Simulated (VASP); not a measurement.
# CeO2 (Fm-3m) in VASP: further runs

Aim: see how the results for CeO2 move with the level of theory and the settings. Levels: LDA, PBEsol. Tasks: single point.

All numbers are computed with VASP 6.6.1; they aren't measurements. Logs are shortened: lines on timing, memory, paths and dates and some standing lists are left out, and cuts for length are marked.

**1. The cell of the first run**

Symmetry: Fm-3m, No. 225, cubic system. The conventional cell has a = 5.443 Å, b = 5.443 Å, c = 5.443 Å, α = 90.00°, β = 90.00°, γ = 90.00°. Ce (site symmetry m-3m) has 8 O at 2.36 Å within 3.1 Å. O (site symmetry -43m) has 4 Ce at 2.36 Å and 6 O at 2.72 Å within 3.1 Å.

**2. Single point, LDA, collinear spin, ferromagnetic start**

INCAR

```
  PREC = Accurate
  ENCUT = 520
  EDIFF = 1E-6
  ISMEAR = -1
  SIGMA = 0.05
  LREAL = F
  LASPH = T
  NELM = 150
  ALGO = Normal
  ISIF = 2
  LWAVE = F
  LCHARG = F
  ISPIN = 2
  MAGMOM = 1 0 0
  LORBIT = 11
  LMAXMIX = 6
  GGA = CA
  NBANDS = 23
```

KPOINTS

```
Automatic mesh
0
Gamma
  9 9 9
```

POSCAR

```
CeO2
1.0
    0.0000000000      2.7215554887      2.7215554887
    2.7215554887      0.0000000000      2.7215554887
    2.7215554887      2.7215554887      0.0000000000
Ce O
1 2
Direct
    0.0000000000      0.0000000000      0.0000000000
    0.7500000000      0.7500000000      0.7500000000
    0.2500000000      0.2500000000      0.2500000000
```

Potentials or basis: VASP PAW LDA potentials, release 64 (Ce, O).

Command:

```console
$ cat potpaw_LDA.64/Ce/POTCAR potpaw_LDA.64/O/POTCAR > POTCAR
$ mpirun -np 1 vasp_std > vasp.out
```

OUTCAR:

```text
PREC = Accurate
   ENCUT = 520
   EDIFF = 1E-6
   ISMEAR = -1
   LREAL = F
   LASPH = T
   NELM = 150
   ISIF = 2
   ISPIN = 2
   LORBIT = 11
   GGA = CA

 ion  position               nearest neighbor table
   1  0.000  0.000  0.000-   2 2.36   2 2.36   2 2.36   2 2.36   3 2.36   3 2.36   3 2.36   3 2.36

   2  0.750  0.750  0.750-   1 2.36   1 2.36   1 2.36   1 2.36
   3  0.250  0.250  0.250-   1 2.36   1 2.36   1 2.36   1 2.36

  LATTYP: Found a face centered cubic cell.
 ALAT       =     5.4431109774

  Lattice vectors:

 A1 = (   0.0000000000,   2.7215554887,   2.7215554887)
 A2 = (   2.7215554887,   0.0000000000,   2.7215554887)
 A3 = (   2.7215554887,   2.7215554887,   0.0000000000)

Analysis of symmetry for initial positions (statically):
=====================================================================
 Subroutine PRICEL returns:
 Original cell was already a primitive cell.

 Routine SETGRP: Setting up the symmetry group for a
 face centered cubic supercell.

 Subroutine GETGRP returns: Found 48 space group operations
 (whereof 48 operations were pure point group operations)
 out of a pool of 48 trial point group operations.

The static configuration has the point symmetry O_h .

Analysis of symmetry for dynamics (positions and initial velocities):
=====================================================================
 Subroutine PRICEL returns:
 Original cell was already a primitive cell.

 Routine SETGRP: Setting up the symmetry group for a
 face centered cubic supercell.

 Subroutine GETGRP returns: Found 48 space group operations
 (whereof 48 operations were pure point group operations)
 out of a pool of 48 trial point group operations.

The dynamic configuration has the point symmetry O_h .

Analysis of structural, dynamic, and magnetic symmetry:
=====================================================================
 Subroutine PRICEL returns:
 Original cell was already a primitive cell.

 Routine SETGRP: Setting up the symmetry group for a
 face centered cubic supercell.

 Subroutine GETGRP returns: Found 48 space group operations
 (whereof 48 operations were pure point group operations)
 out of a pool of 48 trial point group operations.

The overall configuration has the point symmetry O_h .

 Subroutine INISYM returns: Found 48 space group operations
 (whereof 48 operations are pure point group operations),
 and found     1 'primitive' translations

[... 117 lines left out ...]
  volume/ion in A,a.u.               =      13.44        90.69
  Fermi-wavevector in a.u.,A,eV,Ry     =   1.377161  2.602457 25.804435  1.896572
  Thomas-Fermi vector in A             =   2.502340
   LORBIT       =     11    0 simple, 1 ext, 2 COOP (PROOUT), +10 PAW based schemes
   GGA     = CA    functional components
   LHFCALC =     F    Hartree Fock is set to
   AEXX    =    0.0000 exact exchange contribution
   IVDW    =     0    specifies the selected vdW correction
   LEPSILON=     F    determine dielectric tensor
   LRPA    =     F    only Hartree local field effects (RPA)
 spin polarized calculation
  energy-cutoff  :      520.00
  volume of cell :       40.32
 maximum number of plane-waves:      1098
 NGX is ok and might be reduce to    30
   NGX = 15   NGY = 15   NGZ = 15

 number of electron      23.9999991 magnetization       0.0000276

 number of electron      23.9999991 magnetization      -0.0000292

 Free energy of the ion-electron system (eV)
  ---------------------------------------------------
  ext. energy  EPLUGINS =         0.00000000
  ---------------------------------------------------
  free energy    TOTEN  =       -28.80941030 eV

  energy without entropy =      -28.80941030  energy(sigma->0) =      -28.80941030

 E-fermi :   5.6489     XC(G=0): -11.7223

 val. band max:        4.7358556248   @ k =  -0.3333   0.2222   0.0000
 cond. band min:       6.6199730210   @ k =  -0.4444   0.1111   0.0000
 fundamental gap:      1.8841173962
 Fermi energy:         5.6488782894

 spin component 1

 k-point     1 :       0.0000    0.0000    0.0000
  band No.  band energies     occupation
      1     -27.4137      1.00000
      2     -11.2016      1.00000
      3     -10.2005      1.00000
      4      -9.6517      1.00000
      5      -9.6517      1.00000
      6      -9.6517      1.00000
[... 613 lines left out ...]
     22      13.1735      0.00000
     23      15.3159      0.00000

 [... further k-points ...]

 spin component 2

 k-point     1 :       0.0000    0.0000    0.0000
  band No.  band energies     occupation
      1     -27.4138      1.00000
      2     -11.2016      1.00000
      3     -10.2005      1.00000
      4      -9.6518      1.00000
      5      -9.6518      1.00000
      6      -9.6518      1.00000
[... 613 lines left out ...]
     22      13.1734      0.00000
     23      15.3159      0.00000

 [... further k-points ...]
[... 5 lines left out ...]
  --------------------------------------------------------------------------------------
  -------------------------------------------------------------------------------------
  Total       -2.0663797     -2.0663797     -2.0663797     -0.0000000      0.0000000     -0.0000000
  in kB      -82.1181453    -82.1181453    -82.1181453     -0.0000000      0.0000000     -0.0000000
  external PRESSURE =     -82.1181453 kB  Pullay stress =       0.0000000 kB

 VOLUME and BASIS-vectors are now :
 -----------------------------------------------------------------------------
  energy-cutoff  :      520.00
  volume of cell :       40.32
      direct lattice vectors                 reciprocal lattice vectors
     0.000000000  2.721555489  2.721555489    -0.183718466  0.183718466  0.183718466
     2.721555489  0.000000000  2.721555489     0.183718466 -0.183718466  0.183718466
     2.721555489  2.721555489  0.000000000     0.183718466  0.183718466 -0.183718466

 POSITION                                       TOTAL-FORCE (eV/Angst)
 -----------------------------------------------------------------------------------
      0.00000      0.00000      0.00000         0.000000     -0.000000      0.000000
      4.08233      4.08233      4.08233         0.000000      0.000000     -0.000000
      1.36078      1.36078      1.36078        -0.000000     -0.000000     -0.000000
 -----------------------------------------------------------------------------------
    total drift:                                0.000000     -0.000000      0.000000

  FREE ENERGIE OF THE ION-ELECTRON SYSTEM (eV)
  ---------------------------------------------------
  free  energy   TOTEN  =       -28.8094103036 eV

  energy  without entropy=      -28.8094102989  energy(sigma->0) =      -28.80941030

 total charge

# of ion       s       p       d       f       tot
--------------------------------------------------
    1        2.022   5.797   0.877   0.980   9.676
    2        1.565   3.410   0.000   0.000   4.975
    3        1.565   3.410   0.000   0.000   4.975
--------------------------------------------------
tot          5.151  12.618   0.877   0.980  19.626

 magnetization (x)

# of ion       s       p       d       f       tot
--------------------------------------------------
    1       -0.000   0.000   0.000   0.000  -0.000
    2       -0.000  -0.000   0.000   0.000  -0.000
    3       -0.000  -0.000   0.000   0.000  -0.000
--------------------------------------------------
tot         -0.000  -0.000   0.000   0.000  -0.000
```

stdout:

```text
POSCAR found type information on POSCAR CeO
 POSCAR found :  2 types and       3 ions
 scaLAPACK will be used
 LDA part: xc-table for (Slater(with rela. corr.)+CA(PZ))
 , standard interpolation
 POSCAR, INCAR and KPOINTS ok, starting setup
 FFT: planning ... GRIDC
 FFT: planning ... GRID_SOFT
 FFT: planning ... GRID
 WAVECAR not read
 entering main loop
```

Wall time 1.8 min (1 thread of AMD EPYC 9R45 (Zen 5), shared host); peak memory 0.18 GiB.

Results:

| Property | Result |
| --- | --- |
| Free energy | -28.8094 eV |
| Pressure | -8.2 GPa |
| Band gap on the k mesh | 1.88 eV (least direct gap 1.94 eV) |
| Net moment | 0.00 μB per cell |
| Valence electrons inside the program's atomic spheres | Ce 9.68; O 4.97 |

Levels at points of the mesh, in eV from the valence-band top:
Spin up:
```
           k point  band 10  band 11  band 12  band 13  band 14  band 15
(0.00, 0.00, 0.00)    -0.57    -0.57    -0.57     2.16     2.16     2.16
```
Spin down:
| k point | band 8 | band 9 | band 10 | band 11 | band 12 | band 13 | band 14 | band 15 | band 16 | band 17 |
| --- | --- | --- | --- | --- | --- | --- | --- | --- | --- | --- |
| (0.00, 0.00, 0.00) | -3.78 | -3.78 | -0.57 | -0.57 | -0.57 | 2.16 | 2.16 | 2.16 | 2.43 | 2.84 |

Caveat: the magnetic or orbital state may not be the lowest; the cell stands under tension; the moments typed at the start vanished in this run; spin-orbit coupling is left out, which moves the levels of the heavy elements; an odd mesh through Γ misses points on the zone boundary, where band edges can lie.

**3. Single point, PBEsol, collinear spin, ferromagnetic start**

INCAR

```
SYSTEM = CeO2
  PREC = Accurate
  ENCUT = 520
  EDIFF = 1E-7
  ISMEAR = -1
  SIGMA = 0.05
  LREAL = .False.
  LASPH = .True.
  NELM = 150
  ALGO = Normal
  ISIF = 2
  LWAVE = .False.
  LCHARG = .False.
  ISPIN = 2
  MAGMOM = 1 0 0
  LORBIT = 11
  LMAXMIX = 6
  GGA = PS
  NBANDS = 23
```

KPOINTS

```
Automatic mesh
0
Gamma
  9 9 9
  0 0 0
```

POSCAR is that of step 2.

Potentials or basis: VASP PAW PBE potentials, release 64 (Ce, O).

Command:

```console
$ cat potpaw_PBE.64/Ce/POTCAR potpaw_PBE.64/O/POTCAR > POTCAR
$ mpirun -np 1 vasp_std > vasp.out
```

Wall time 76 s (1 thread of AMD EPYC 9R45 (Zen 5), shared host); peak memory 0.2 GiB.

Results (log left out):

```
Free energy                                           : -27.5318 eV
Pressure                                              : -4.6 GPa
Band gap on the k mesh                                : 1.97 eV (least direct gap 2.02 eV)
Net moment                                            : 0.00 μB per cell
Valence electrons inside the program's atomic spheres : Ce 9.63; O 4.99
```

Levels at points of the mesh, in eV from the valence-band top:
Spin up:
| k point | band 8 | band 9 | band 10 | band 11 | band 12 | band 13 | band 14 | band 15 | band 16 | band 17 |
| --- | --- | --- | --- | --- | --- | --- | --- | --- | --- | --- |
| (0.00, 0.00, 0.00) | -3.78 | -3.78 | -0.56 | -0.56 | -0.56 | 2.26 | 2.26 | 2.26 | 2.52 | 2.92 |
Spin down:
```
           k point  band 9  band 10  band 11  band 12  band 13  band 14  band 15  band 16
(0.00, 0.00, 0.00)   -3.78    -0.56    -0.56    -0.56     2.26     2.26     2.26     2.52
```

Caveat: the magnetic or orbital state may not be the lowest; the cell stands under tension; the moments typed at the start vanished in this run; the PAW data sets were made with another functional, which shifts forces and pressure a little; spin-orbit coupling is left out, which moves the levels of the heavy elements; an odd mesh through Γ misses points on the zone boundary, where band edges can lie.
